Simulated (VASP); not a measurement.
Input of a VASP 6.6.1 run:

The input INCAR:

```
SYSTEM = Be2Se
ALGO = Normal
EDIFF = 1E-6
ENCUT = 600
GGA = PE
GGA_COMPAT = .False.
ISIF = 2
ISMEAR = 0
LASPH = .True.
LCHARG = .False.
LREAL = .False.
LWAVE = .False.
NBANDS = 19
NELM = 120
PREC = Accurate
SIGMA = 0.2
```

Contents of KPOINTS:

```
k-points
0
Gamma
  4 4 3
  0 0 0
```

File POSCAR:

```
Be2Se
1.0
    5.2337156437     -0.0000000033      0.0000000000
   -2.6168578190      4.5325307053      0.0000000000
    0.0000000000      0.0000000000      6.0452297146
Be Se
4 2
Direct
    0.3333333333      0.6666666667      0.1629479404
    0.6666666667      0.3333333333      0.1629479404
    0.6666666667      0.3333333333      0.8370520596
    0.3333333333      0.6666666667      0.8370520596
    0.3333333333      0.6666666667      0.5000000000
    0.6666666667      0.3333333333      0.5000000000
```

Potentials or basis: VASP PAW PBE potentials, release 64 (Be, Se).

Command:

```sh
$ cat potpaw_PBE.64/Be/POTCAR potpaw_PBE.64/Se/POTCAR > POTCAR
$ mpirun -np 1 vasp_std > vasp.out
```

Question: Estimate the pressure.

Answer: 0.6 GPa.

Question: What does it give for the band gap on the k mesh?

Answer: Zero (bands 10 and 11 overlap by 0.53 eV).

Stress tensor (GPa, compression positive):
```
0.39 0.00 0.00
0.00 0.39 0.00
0.00 0.00 0.91
```

Caveat: semilocal functionals underestimate gaps, so a narrow gap can read as zero.
